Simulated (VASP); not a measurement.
# NbTe (P-6m2) in VASP: further runs

Aim: see how the results for NbTe move with the level of theory and the settings. Levels: PBEsol, RPBE. Tasks: single point.

Everything below comes from runs of VASP 6.6.1. Logs are shortened: lines on timing, memory, paths and dates and some standing lists are left out, and cuts for length are marked.

### 1 The cell of the first run

It takes space group P-6m2 (No. 187, hexagonal). The conventional cell has a = 3.703 Å, b = 3.703 Å, c = 3.694 Å, α = 90.00°, β = 90.00°, γ = 120.00°. Te (site symmetry -6m2) has 6 Nb at 2.83 Å and 2 Te at 3.69 Å within 3.7 Å. Within 3.7 Å of Nb (site symmetry -6m2) lie 6 Te at 2.83 Å and 2 Nb at 3.69 Å.

### 2 Single point, PBEsol

Contents of INCAR:

```
  PREC = Accurate
  ENCUT = 520
  EDIFF = 1E-7
  ISMEAR = 0
  SIGMA = 0.1
  LREAL = F
  LASPH = T
  NELM = 80
  ALGO = Normal
  ISIF = 2
  LWAVE = F
  LCHARG = F
  GGA = PS
  NBANDS = 16
```

Contents of KPOINTS:

```
Automatic mesh
0
Gamma
  8 8 7
```

Contents of POSCAR:

```
NbTe
1.0
    3.7029743866      0.0000000000      0.0000000000
   -1.8514871933      3.2068698884      0.0000000000
    0.0000000000      0.0000000000      3.6942110000
Te Nb
1 1
Direct
    0.6666666667      0.3333333333      0.0000000000
    0.0000000000      0.0000000000      0.5000000000
```

Potentials or basis: VASP PAW PBE potentials, release 64 (Te, Nb_sv).

Command:

```
cat potpaw_PBE.64/Te/POTCAR potpaw_PBE.64/Nb_sv/POTCAR > POTCAR
mpirun -np 1 vasp_std > vasp.out
```

OUTCAR:

```text
PREC = Accurate
   ENCUT = 520
   EDIFF = 1E-7
   ISMEAR = 0
   LREAL = F
   LASPH = T
   NELM = 80
   ISIF = 2
   GGA = PS

 ion  position               nearest neighbor table
   1  0.667  0.333  0.000-   2 2.83   2 2.83   2 2.83   2 2.83   2 2.83   2 2.83
   2  0.000  0.000  0.500-   1 2.83   1 2.83   1 2.83   1 2.83   1 2.83   1 2.83

  LATTYP: Found a hexagonal cell.
 ALAT       =     3.7029743866
 C/A-ratio  =     0.9976334196

  Lattice vectors:

 A1 = (   3.7029743866,   0.0000000000,   0.0000000000)
 A2 = (  -1.8514871933,   3.2068698884,   0.0000000000)
 A3 = (   0.0000000000,   0.0000000000,   3.6942110000)

Analysis of symmetry for initial positions (statically):
=====================================================================
 Subroutine PRICEL returns:
 Original cell was already a primitive cell.

 Routine SETGRP: Setting up the symmetry group for a
 hexagonal supercell.

 Subroutine GETGRP returns: Found 12 space group operations
 (whereof 12 operations were pure point group operations)
 out of a pool of 24 trial point group operations.

The static configuration has the point symmetry D_3h.

Analysis of symmetry for dynamics (positions and initial velocities):
=====================================================================
 Subroutine PRICEL returns:
 Original cell was already a primitive cell.

 Routine SETGRP: Setting up the symmetry group for a
 hexagonal supercell.

 Subroutine GETGRP returns: Found 12 space group operations
 (whereof 12 operations were pure point group operations)
 out of a pool of 24 trial point group operations.

The dynamic configuration has the point symmetry D_3h.

 Subroutine INISYM returns: Found 12 space group operations
 (whereof 12 operations are pure point group operations),
 and found     1 'primitive' translations

----------------------------------------------------------------------------------------

                                     Primitive cell

  volume of cell :      43.8686

  direct lattice vectors                    reciprocal lattice vectors
     3.702974387  0.000000000  0.000000000     0.270053178  0.155915275  0.000000000
    -1.851487193  3.206869888  0.000000000     0.000000000  0.311830550  0.000000000
     0.000000000  0.000000000  3.694211000     0.000000000  0.000000000  0.270693796

  length of vectors
     3.702974387  3.702974387  3.694211000     0.311830550  0.311830550  0.270693796

  position of ions in fractional coordinates (direct lattice)
     0.666666667  0.333333333  0.000000000
     0.000000000  0.000000000  0.500000000

  ion indices of the primitive-cell ions
   primitive index   ion index
                 1           1
                 2           2

----------------------------------------------------------------------------------------

 KPOINTS: Automatic mesh

Automatic generation of k-mesh.
 Grid dimensions read from file:
 generate k-points for:    8    8    7

 Generating k-lattice:

  Cartesian coordinates                     Fractional coordinates (reciprocal lattice)
     0.033756647  0.019489409  0.000000000     0.125000000  0.000000000  0.000000000
     0.000000000  0.038978819  0.000000000     0.000000000  0.125000000  0.000000000
     0.000000000  0.000000000  0.038670542     0.000000000  0.000000000  0.142857143

  Length of vectors
     0.038978819  0.038978819  0.038670542

  Shift w.r.t. Gamma in fractional coordinates (k-lattice)
     0.000000000  0.000000000  0.000000000

 Subroutine IBZKPT returns following result:
 ===========================================

 Found     40 irreducible k-points:

 Following reciprocal coordinates:
            Coordinates               Weight
  0.000000  0.000000  0.000000      1.000000
  0.125000 -0.000000  0.000000      6.000000
  0.250000 -0.000000  0.000000      6.000000
  0.375000  0.000000  0.000000      6.000000
  0.500000 -0.000000  0.000000      3.000000
  0.125000  0.125000  0.000000      6.000000
[... 16 lines left out ...]
  0.250000 -0.000000  0.285714     12.000000
  0.375000  0.000000  0.285714     12.000000
 [... further k-points ...]
   k-points           NKPTS =     40   k-points in BZ     NKDIM =     40   number of bands    NBANDS=     16
   number of dos      NEDOS =    301   number of ions     NIONS =      2
   total plane-waves  NPLWV =  21952
   dimension x,y,z NGX =    28 NGY =   28 NGZ =   28
   dimension x,y,z NGXF=    56 NGYF=   56 NGZF=   56
   ions per type =               1   1
   NGX,Y,Z   is equivalent  to a cutoff of  12.57, 12.57, 12.60 a.u.
   NGXF,Y,Z  is equivalent  to a cutoff of  25.14, 25.14, 25.20 a.u.
 SYSTEM =  unknown system
   PREC   = accura    normal or accurate (medium, high low for compatibility)
   ISTART =      0    job   : 0-new  1-cont  2-samecut
   ICHARG =      2    charge: 1-file 2-atom 10-const
   ISPIN  =      1    spin polarized calculation?
   LNONCOLLINEAR =      F non collinear calculations
   LSORBIT =      F    spin-orbit coupling
   LASPH  =      T    aspherical Exc in radial PAW
   ENCUT  =  520.0 eV  38.22 Ry    6.18 a.u.   6.89  6.89  6.87*2*pi/ulx,y,z
   NELM   =     80;   NELMIN=  2; NELMDL= -5     # of ELM steps
   EDIFF  = 0.1E-06   stopping-criterion for ELM
   LREAL  =      F    real-space projection
   EDIFFG = 0.1E-05   stopping-criterion for IOM
   NSW    =      0    number of steps for IOM
   IBRION =     -1    ionic relax: 0-MD 1-quasi-New 2-CG
   NFREE  =      0    steps in history (QN), initial steepest desc. (CG)
   ISIF   =      2    stress and relaxation
   ISYM   =      2    0-nonsym 1-usesym 2-fastsym
   POTIM  = 0.5000    time-step for ionic-motion
   TEBEG  =    0.0;   TEEND  =   0.0 temperature during run
   PSTRESS=    0.0 pullay stress
   NELECT =      19.0000    total number of electrons
   NUPDOWN=      -1.0000    fix difference up-down
   EMIN   =  10.00;   EMAX   =-10.00  energy-range for DOS
   EFERMI =   0.00;   METHOD = LEGACY
   ISMEAR =     0;   SIGMA  =   0.10  broadening in eV -4-tet -1-fermi 0-gaus
   EFERMI_NEDOS =   21; number of points for ismear=-14 and -15
   IALGO  =     38    algorithm
   IMIX   =      4    mixing-type and parameters
     AMIX     =   0.40;   BMIX     =  1.00
     AMIX_MAG =   1.60;   BMIX_MAG =  1.00
  volume/ion in A,a.u.               =      21.93       148.02
  Fermi-wavevector in a.u.,A,eV,Ry     =   1.238630  2.340671 20.874103  1.534203
  Thomas-Fermi vector in A             =   2.373147
   LORBIT       =      0    0 simple, 1 ext, 2 COOP (PROOUT), +10 PAW based schemes
   GGA     = PS    functional components
   LHFCALC =     F    Hartree Fock is set to
   AEXX    =    0.0000 exact exchange contribution
   IVDW    =     0    specifies the selected vdW correction
   LEPSILON=     F    determine dielectric tensor
   LRPA    =     F    only Hartree local field effects (RPA)
 non-spin polarized calculation
 Gauss-broadening in eV      SIGMA  =   0.10
  energy-cutoff  :      520.00
  volume of cell :       43.87
 maximum number of plane-waves:      1190
 NGX is ok and might be reduce to    28
   NGX = 13   NGY = 13   NGZ = 13

 number of electron      18.9999998 magnetization

 Free energy of the ion-electron system (eV)
  ---------------------------------------------------
  ext. energy  EPLUGINS =         0.00000000
  ---------------------------------------------------
  free energy    TOTEN  =       -14.86850927 eV

  energy without entropy =      -14.86133391  energy(sigma->0) =      -14.86492159

 E-fermi :  10.9022     XC(G=0): -11.3925

 val. band max:       10.9009377864   @ k =   0.1250  -0.0000   0.2857
 cond. band min:      10.9424672026   @ k =   0.2500   0.1250   0.2857
 fundamental gap:      0.0415294162
 Fermi energy:        10.9022050360

 k-point     1 :       0.0000    0.0000    0.0000
  band No.  band energies     occupation
      1     -44.6040      2.00000
      2     -20.8204      2.00000
      3     -20.6282      2.00000
      4     -20.6282      2.00000
      5      -3.3709      2.00000
      6       7.7403      2.00000
[... 8 lines left out ...]
     15      16.7703      0.00000
     16      17.8986      0.00000

 k-point     2 :       0.1250   -0.0000    0.0000
  band No.  band energies     occupation
      1     -44.6027      2.00000
      2     -20.8171      2.00000
      3     -20.6481      2.00000
      4     -20.6329      2.00000
      5      -3.1825      2.00000
      6       6.9394      2.00000
[... 8 lines left out ...]
     15      16.6555      0.00000
     16      18.6657      0.00000

 k-point     3 :       0.2500   -0.0000    0.0000
  band No.  band energies     occupation
      1     -44.5996      2.00000
      2     -20.8091      2.00000
      3     -20.6960      2.00000
      4     -20.6442      2.00000
      5      -2.6703      2.00000
      6       5.5443      2.00000
[... 8 lines left out ...]
     15      17.7149      0.00000
     16      19.2220      0.00000

 k-point     4 :       0.3750    0.0000    0.0000
  band No.  band energies     occupation
      1     -44.5964      2.00000
      2     -20.8011      2.00000
      3     -20.7433      2.00000
      4     -20.6555      2.00000
      5      -2.0316      2.00000
      6       4.2483      2.00000
[... 8 lines left out ...]
     15      17.3046      0.00000
     16      19.5272      0.00000

 k-point     5 :       0.5000   -0.0000    0.0000
  band No.  band energies     occupation
      1     -44.5951      2.00000
      2     -20.7978      2.00000
      3     -20.7627      2.00000
      4     -20.6602      2.00000
      5      -1.7024      2.00000
      6       3.6830      2.00000
[... 8 lines left out ...]
     15      16.5795      0.00000
     16      19.6427      0.00000

 k-point     6 :       0.1250    0.1250    0.0000
  band No.  band energies     occupation
      1     -44.6005      2.00000
      2     -20.8115      2.00000
      3     -20.6799      2.00000
      4     -20.6430      2.00000
      5      -2.8310      2.00000
      6       6.0045      2.00000
[... 8 lines left out ...]
     15      16.9023      0.00000
     16      19.3344      0.00000

 k-point     7 :       0.2500    0.1250    0.0000
  band No.  band energies     occupation
      1     -44.5974      2.00000
      2     -20.8035      2.00000
      3     -20.7227      2.00000
      4     -20.6591      2.00000
      5      -2.2435      2.00000
      6       4.8337      2.00000
[... 8 lines left out ...]
     15      17.9810      0.00000
     16      19.4205      0.00000

 k-point     8 :       0.3750    0.1250    0.0000
  band No.  band energies     occupation
      1     -44.5951      2.00000
      2     -20.7978      2.00000
      3     -20.7525      2.00000
      4     -20.6706      2.00000
      5      -1.7220      2.00000
      6       3.9639      2.00000
[... 8 lines left out ...]
     15      17.3848      0.00000
     16      19.4252      0.00000

 k-point     9 :       0.2500    0.2500    0.0000
  band No.  band energies     occupation
      1     -44.5951      2.00000
      2     -20.7978      2.00000
      3     -20.7385      2.00000
      4     -20.6848      2.00000
      5      -1.7412      2.00000
      6       4.3590      2.00000
[... 8 lines left out ...]
     15      19.1123      0.00000
     16      19.1636      0.00000
[... 172 lines left out ...]
 k-point    19 :       0.2500    0.2500    0.1429
  band No.  band energies     occupation
      1     -44.5942      2.00000
      2     -20.8167      2.00000
      3     -20.7347      2.00000
      4     -20.6817      2.00000
      5      -1.6693      2.00000
      6       4.5559      2.00000
[... 8 lines left out ...]
     15      17.4797      0.00000
     16      19.3170      0.00000

 k-point    20 :       0.3750    0.2500    0.1429
  band No.  band energies     occupation
      1     -44.5933      2.00000
      2     -20.8141      2.00000
      3     -20.7369      2.00000
      4     -20.6964      2.00000
      5      -1.4536      2.00000
      6       4.4346      2.00000
[... 8 lines left out ...]
     15      17.9045      0.00000
     16      18.8663      0.00000

 k-point    21 :       0.0000    0.0000    0.2857
  band No.  band energies     occupation
      1     -44.6008      2.00000
      2     -20.8907      2.00000
      3     -20.6221      2.00000
      4     -20.6221      2.00000
      5      -2.6472      2.00000
      6       4.7569      2.00000
[... 8 lines left out ...]
     15      18.8322      0.00000
     16      18.8322      0.00000

 k-point    22 :       0.1250   -0.0000    0.2857
  band No.  band energies     occupation
      1     -44.5996      2.00000
      2     -20.8861      2.00000
      3     -20.6410      2.00000
      4     -20.6264      2.00000
      5      -2.5089      2.00000
      6       4.8907      2.00000
[... 8 lines left out ...]
     15      17.4967      0.00000
     16      18.9632      0.00000

 k-point    23 :       0.2500   -0.0000    0.2857
  band No.  band energies     occupation
      1     -44.5964      2.00000
      2     -20.8748      2.00000
      3     -20.6862      2.00000
      4     -20.6367      2.00000
      5      -2.1396      2.00000
      6       5.1314      2.00000
[... 8 lines left out ...]
     15      17.6664      0.00000
     16      19.3571      0.00000

 k-point    24 :       0.3750    0.0000    0.2857
  band No.  band energies     occupation
      1     -44.5933      2.00000
      2     -20.8635      2.00000
      3     -20.7311      2.00000
      4     -20.6470      2.00000
      5      -1.6980      2.00000
      6       4.6484      2.00000
[... 8 lines left out ...]
     15      17.1604      0.00000
     16      19.5042      0.00000

 [... further k-points ...]
[... 5 lines left out ...]
  --------------------------------------------------------------------------------------
  -------------------------------------------------------------------------------------
  Total       -1.4661431     -1.4661431     -1.4603636     -0.0000000      0.0000000      0.0000000
  in kB      -53.5467584    -53.5467584    -53.3356796     -0.0000000      0.0000000      0.0000000
  external PRESSURE =     -53.4763988 kB  Pullay stress =       0.0000000 kB

 VOLUME and BASIS-vectors are now :
 -----------------------------------------------------------------------------
  energy-cutoff  :      520.00
  volume of cell :       43.87
      direct lattice vectors                 reciprocal lattice vectors
     3.702974387  0.000000000  0.000000000     0.270053178  0.155915275  0.000000000
    -1.851487193  3.206869888  0.000000000     0.000000000  0.311830550  0.000000000
     0.000000000  0.000000000  3.694211000     0.000000000  0.000000000  0.270693796

 POSITION                                       TOTAL-FORCE (eV/Angst)
 -----------------------------------------------------------------------------------
      1.85149      1.06896      0.00000         0.000000      0.000000      0.000000
      0.00000      0.00000      1.84711        -0.000000      0.000000      0.000000
 -----------------------------------------------------------------------------------
    total drift:                               -0.000000      0.000000      0.000000

  FREE ENERGIE OF THE ION-ELECTRON SYSTEM (eV)
  ---------------------------------------------------
  free  energy   TOTEN  =       -14.8685092712 eV

  energy  without entropy=      -14.8613339056  energy(sigma->0) =      -14.86492159
```

It took 11 s on 1 thread of Intel Xeon 6975P-C (Granite Rapids), shared host; peak memory 0.17 GiB.

What came out:

```yaml
Free_energy: -14.8685 eV
Pressure: -5.3 GPa
```

Levels at points of the mesh, in eV from the Fermi level:
```tsv
k point	band 6	band 7	band 8	band 9	band 10	band 11	band 12	band 13	band 14	band 15
(0.00, 0.00, 0.00)	-3.16	-3.16	-3.02	-2.35	0.13	0.13	2.43	2.43	2.79	5.87
(0.50, 0.00, 0.00)	-7.22	-3.84	-2.66	-2.61	-0.20	1.22	1.48	3.01	3.77	5.68
```

Caveat: the PAW data sets were made with another functional, which shifts forces and pressure a little; spin-orbit coupling is left out, which moves the levels of the heavy elements.

### 3 Single point, RPBE

Contents of INCAR:

```
SYSTEM = NbTe
  PREC = Accurate
  ENCUT = 520
  EDIFF = 1E-6
  ISMEAR = 0
  SIGMA = 0.02
  LREAL = .FALSE.
  LASPH = .TRUE.
  NELM = 100
  ALGO = Normal
  ISIF = 2
  LWAVE = .FALSE.
  LCHARG = .TRUE.
  GGA = RP
  LELF = .TRUE.
  LVHAR = .TRUE.
  NBANDS = 16
```

Contents of KPOINTS:

```
Automatic mesh
0
G
  8 8 7
  0 0 0
```

POSCAR is that of step 2.

Potentials or basis: VASP PAW PBE potentials, release 64 (Te, Nb_sv).

Command:

```
cat potpaw_PBE.64/Te/POTCAR potpaw_PBE.64/Nb_sv/POTCAR > POTCAR
mpirun -np 1 vasp_std > vasp.out
```

It took 12 s on 1 thread of Intel Xeon 6975P-C (Granite Rapids), shared host; peak memory 0.17 GiB.

The run converged. Its results:

```
Free energy : -12.7003 eV
Pressure    : 1.2 GPa
```

Stress tensor (GPa, compression positive):
```
0.70 0.00 0.00
0.00 0.70 0.00
0.00 0.00 2.15
```

Levels at points of the mesh, in eV from the Fermi level:
```csv
k point,band 7,band 8,band 9,band 10,band 11,band 12,band 13,band 14
"(0.00, 0.00, 0.00)",-3.19,-3.02,-2.38,0.09,0.09,2.41,2.41,2.86
"(0.50, 0.00, 0.00)",-3.86,-2.67,-2.64,-0.24,1.19,1.46,2.99,3.78
```

Caveat: the PAW data sets were made with another functional, which shifts forces and pressure a little; spin-orbit coupling is left out, which moves the levels of the heavy elements.

(Continued in part 2 of 2.)
